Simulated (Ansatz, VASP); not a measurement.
# One calculation of Zr2HS4, two programs

Contents of INCAR:

```
  ALGO = Normal
  DIPOL = 0.5 0.5 0.276
  EDIFF = 1E-6
  ENCUT = 400
  GGA = PE
  GGA_COMPAT = F
  IDIPOL = 3
  ISIF = 2
  ISMEAR = 0
  IVDW = 12
  LASPH = T
  LCHARG = F
  LDIPOL = T
  LREAL = F
  LWAVE = F
  NBANDS = 62
  NELM = 120
  NELMDL = -8
  PREC = Accurate
  SIGMA = 0.05
```

Contents of KPOINTS:

```
k-points
0
Gamma
  6 6 1
```

Contents of POSCAR:

```
Zr2HS4
1.0
    7.2976778227      0.0000000000      0.0000000000
   -3.6488389114      6.3199743831      0.0000000000
    0.0000000000      0.0000000000     20.9171506047
S Zr H
8 4 2
Direct
    0.3333333333      0.1666666667      0.1912306354
    0.3333333333      0.6666666667      0.1912306354
    0.8333333333      0.1666666667      0.1912306354
    0.8333333333      0.6666666667      0.1912306354
    0.1666666667      0.3333333333      0.3306927762
    0.1666666667      0.8333333333      0.3306927762
    0.6666666667      0.3333333333      0.3306927762
    0.6666666667      0.8333333333      0.3306927762
    0.0000000000      0.0000000000      0.2609617058
    0.0000000000      0.5000000000      0.2609617058
    0.5000000000      0.0000000000      0.2609617058
    0.5000000000      0.5000000000      0.2609617058
    0.3699497052      0.7398994103      0.3675046736
    0.4633836282      0.9267672564      0.3675046736
```

Input for Ansatz:

```yaml
crystal:
  lattice:
    - [7.2976778227, 0.0, 0.0]
    - [-3.6488389114, 6.3199743831, 0.0]
    - [0.0, 0.0, 20.9171506047]
  atoms:
    - { symbol: S, position: [0.3333333333, 0.1666666667, 0.1912306354] }
    - { symbol: S, position: [0.3333333333, 0.6666666667, 0.1912306354] }
    - { symbol: S, position: [0.8333333333, 0.1666666667, 0.1912306354] }
    - { symbol: S, position: [0.8333333333, 0.6666666667, 0.1912306354] }
    - { symbol: Zr, position: [0.0, 0.0, 0.2609617058] }
    - { symbol: Zr, position: [0.0, 0.5, 0.2609617058] }
    - { symbol: Zr, position: [0.5, 0.0, 0.2609617058] }
    - { symbol: Zr, position: [0.5, 0.5, 0.2609617058] }
    - { symbol: S, position: [0.1666666667, 0.3333333333, 0.3306927762] }
    - { symbol: S, position: [0.1666666667, 0.8333333333, 0.3306927762] }
    - { symbol: S, position: [0.6666666667, 0.3333333333, 0.3306927762] }
    - { symbol: S, position: [0.6666666667, 0.8333333333, 0.3306927762] }
    - { symbol: H, position: [0.3699497052, 0.7398994103, 0.3675046736] }
    - { symbol: H, position: [0.4633836282, 0.9267672564, 0.3675046736] }
basis:
  ecutwfc: 420
kpoints:
  mp_grid: { grid: [6, 6, 1] }
hamiltonian:
  xc: pbe
  pseudopotentials: { kind: paw, azcp: { folder: soft_1 } }
  dispersion: d3bj
scf:
  occupations: { method: gaussian, width: 0.05 }
output:
  forces: true
  eigenvalues: true
efield:
  axis: 3
  dipole_correction: true
  ramp_width: 0.04
```

Alike in both runs: task single point; functional PBE; dispersion D3(BJ); k mesh 6 × 6 × 1; occupations gaussian, width 0.05 eV; no spin polarisation.

|  | VASP | Ansatz |
| --- | --- | --- |
| version | VASP 6.6.1 | Ansatz 0.2.0 |
| potentials or method | VASP PAW PBE potentials, release 64 (S, Zr_sv, H), cutoff 400 eV | scalar-relativistic, plane waves, PAW |
| valence electrons in the cell | 98 | 98 |

|  | VASP | Ansatz | Ansatz less VASP |
| --- | --- | --- | --- |
| gap on the k mesh at the Fermi level (eV) | 0.36 | 0.36 | +0.001 |
| least direct gap on the mesh (eV) | 0.64 | 0.64 | -0.002 |
| rms of the force components (eV/Å) | 0.790 | 0.788 | -0.0016 |
